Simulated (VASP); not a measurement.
# K (Im-3m) in VASP: notebook, part 2 of 2

VASP 6.6.1. Earlier steps stand in the parts before.

**3. Relaxation of cell and atoms, revPBE**

File INCAR:

```
SYSTEM = K
ALGO = Normal
EDIFF = 1E-6
EDIFFG = -0.005
ENCUT = 600
GGA = RE
IBRION = 2
ISIF = 3
ISMEAR = -1
LASPH = .True.
LCHARG = .False.
LREAL = .False.
LWAVE = .False.
NELM = 60
NSW = 80
PREC = Accurate
SIGMA = 0.05
```

File KPOINTS:

```
k-points
0
Gamma
  7 7 7
  0 0 0
```

File POSCAR:

```
K
1.0
   -2.6975585167      2.6975585167      2.6975585167
    2.6975585167     -2.6975585167      2.6975585167
    2.6975585167      2.6975585167     -2.6975585167
K
1
Direct
    0.0000000000      0.0000000000      0.0000000000
```

Potentials or basis: VASP PAW PBE potentials, release 64 (K_sv).

Started as:

```
$ cat potpaw_PBE.64/K_sv/POTCAR > POTCAR
$ mpirun -np 1 vasp_std > vasp.out
```

OUTCAR:

```text
SYSTEM = K
   EDIFF = 1E-6
   EDIFFG = -0.005
   ENCUT = 600
   GGA = RE
   IBRION = 2
   ISIF = 3
   ISMEAR = -1
   LASPH = .True.
   LREAL = .False.
   NELM = 60
   NSW = 80
   PREC = Accurate

 ion  position               nearest neighbor table
   1  0.000  0.000  0.000-

  LATTYP: Found a body centered cubic cell.
 ALAT       =     5.3951170334

  Lattice vectors:

 A1 = (  -2.6975585167,   2.6975585167,   2.6975585167)
 A2 = (   2.6975585167,  -2.6975585167,   2.6975585167)
 A3 = (   2.6975585167,   2.6975585167,  -2.6975585167)

Analysis of symmetry for initial positions (statically):
=====================================================================
 Subroutine PRICEL returns:
 Original cell was already a primitive cell.

 Routine SETGRP: Setting up the symmetry group for a
 body centered cubic supercell.

 Subroutine GETGRP returns: Found 48 space group operations
 (whereof 48 operations were pure point group operations)
 out of a pool of 48 trial point group operations.

The static configuration has the point symmetry O_h .

Analysis of symmetry for dynamics (positions and initial velocities):
=====================================================================
 Subroutine PRICEL returns:
 Original cell was already a primitive cell.

 Routine SETGRP: Setting up the symmetry group for a
 body centered cubic supercell.

 Subroutine GETGRP returns: Found 48 space group operations
 (whereof 48 operations were pure point group operations)
 out of a pool of 48 trial point group operations.

The dynamic configuration has the point symmetry O_h .

 Subroutine INISYM returns: Found 48 space group operations
 (whereof 48 operations are pure point group operations),
 and found     1 'primitive' translations

[... 91 lines left out ...]
   IBRION =      2    ionic relax: 0-MD 1-quasi-New 2-CG
   NFREE  =      1    steps in history (QN), initial steepest desc. (CG)
   ISIF   =      3    stress and relaxation
   ISYM   =      2    0-nonsym 1-usesym 2-fastsym
   POTIM  = 0.5000    time-step for ionic-motion
   TEBEG  =    0.0;   TEEND  =   0.0 temperature during run
   PSTRESS=    0.0 pullay stress
   NELECT =       9.0000    total number of electrons
   NUPDOWN=      -1.0000    fix difference up-down
   EMIN   =  10.00;   EMAX   =-10.00  energy-range for DOS
   EFERMI =   0.00;   METHOD = LEGACY
   ISMEAR =    -1;   SIGMA  =   0.05  broadening in eV -4-tet -1-fermi 0-gaus
   EFERMI_NEDOS =   21; number of points for ismear=-14 and -15
   IALGO  =     38    algorithm
   IMIX   =      4    mixing-type and parameters
     AMIX     =   0.40;   BMIX     =  1.00
     AMIX_MAG =   1.60;   BMIX_MAG =  1.00
  volume/ion in A,a.u.               =      78.52       529.87
  Fermi-wavevector in a.u.,A,eV,Ry     =   0.795240  1.502785  8.604411  0.632406
  Thomas-Fermi vector in A             =   1.901529
   LORBIT       =      0    0 simple, 1 ext, 2 COOP (PROOUT), +10 PAW based schemes
   GGA     = RE    functional components
   LHFCALC =     F    Hartree Fock is set to
   AEXX    =    0.0000 exact exchange contribution
   IVDW    =     0    specifies the selected vdW correction
   LEPSILON=     F    determine dielectric tensor
   LRPA    =     F    only Hartree local field effects (RPA)
 conjugate gradient relaxation of ions
 non-spin polarized calculation
  energy-cutoff  :      600.00
  volume of cell :       78.52
 maximum number of plane-waves:      2659
 NGX is ok and might be reduce to    40
   NGX = 19   NGY = 19   NGZ = 19

--------------------------------------- Ionic step        1  -------------------------------------------

 number of electron       9.0000001 magnetization

 Free energy of the ion-electron system (eV)
  ---------------------------------------------------
  ext. energy  EPLUGINS =         0.00000000
  ---------------------------------------------------
  free energy    TOTEN  =        -0.95208163 eV

  energy without entropy =       -0.94489962  energy(sigma->0) =       -0.94849063

------------------------ aborting loop because EDIFF is reached ----------------------------------------

  FORCE on cell =-STRESS in cart. coord.  units (eV):
  Direction    XX          YY          ZZ          XY          YZ          ZX
  --------------------------------------------------------------------------------------
  -------------------------------------------------------------------------------------
  Total        0.0214381      0.0214381      0.0214381      0.0000000      0.0000000      0.0000000
  in kB        0.4374464      0.4374464      0.4374464      0.0000000      0.0000000      0.0000000
  external PRESSURE =       0.4374464 kB  Pullay stress =       0.0000000 kB
[... 57 lines left out ...]
--------------------------------------- Ionic step        3  -------------------------------------------

 number of electron       9.0000001 magnetization

 Free energy of the ion-electron system (eV)
  ---------------------------------------------------
  ext. energy  EPLUGINS =         0.00000000
  ---------------------------------------------------
  free energy    TOTEN  =        -0.95221529 eV

  energy without entropy =       -0.94499861  energy(sigma->0) =       -0.94860695

 E-fermi :  -0.1800     XC(G=0):  -5.3563

 val. band max:       -0.2471387058   @ k =  -0.2857   0.4286   0.1429
 cond. band min:      -0.0522180375   @ k =  -0.4286   0.4286   0.1429
 fundamental gap:      0.1949206683
 Fermi energy:        -0.1799821667

 k-point     1 :       0.0000    0.0000    0.0000
  band No.  band energies     occupation
      1     -32.4468      2.00000
      2     -15.8696      2.00000
      3     -15.8696      2.00000
      4     -15.8696      2.00000
      5      -2.2162      2.00000
      6       4.0918      0.00000
      7       4.0918      0.00000
      8       4.0918      0.00000
[... 235 lines left out ...]
  FREE ENERGIE OF THE ION-ELECTRON SYSTEM (eV)
  ---------------------------------------------------
  free  energy   TOTEN  =        -0.9522152905 eV

  energy  without entropy=       -0.9449986129  energy(sigma->0) =       -0.94860695

 reached required accuracy - stopping structural energy minimisation
```

Run time: 14 s. Hardware: 1 thread of Intel Xeon 6975P-C (Granite Rapids), shared host; peak memory 0.24 GiB.

What came out:

```yaml
Free_energy: -0.9522 eV
Relaxed_volume: 79.37 Å³/atom
Relaxed_cell: a = 4.689 Å, b = 4.689 Å, c = 4.689 Å, α = 109.47°, β = 109.47°, γ = 109.47°
Space_group_after_relaxing_to_0.05_Å: Im-3m (No. 229)
Energy_gained_by_relaxing: 0.1 meV/atom
Ionic_steps: 3
Pressure_after_relaxing: 0.0 GPa
```

Step by step:
```
step  energy change (eV)  largest force (eV/Å)  pressure (GPa)  volume (Å³)
   1              0.0000                0.0000            0.04        78.52
   2             -0.0001                0.0000            0.03        78.76
   3             -0.0001                0.0000            0.01        79.37
```

Final structure:
```
K
1.0
    -2.70726    2.70726    2.70726
     2.70726   -2.70726    2.70726
     2.70726    2.70726   -2.70726
K
1
Direct
  0.00000 0.00000 0.00000
```

Caveat: the PAW data sets were made with another functional, which shifts forces and pressure a little.
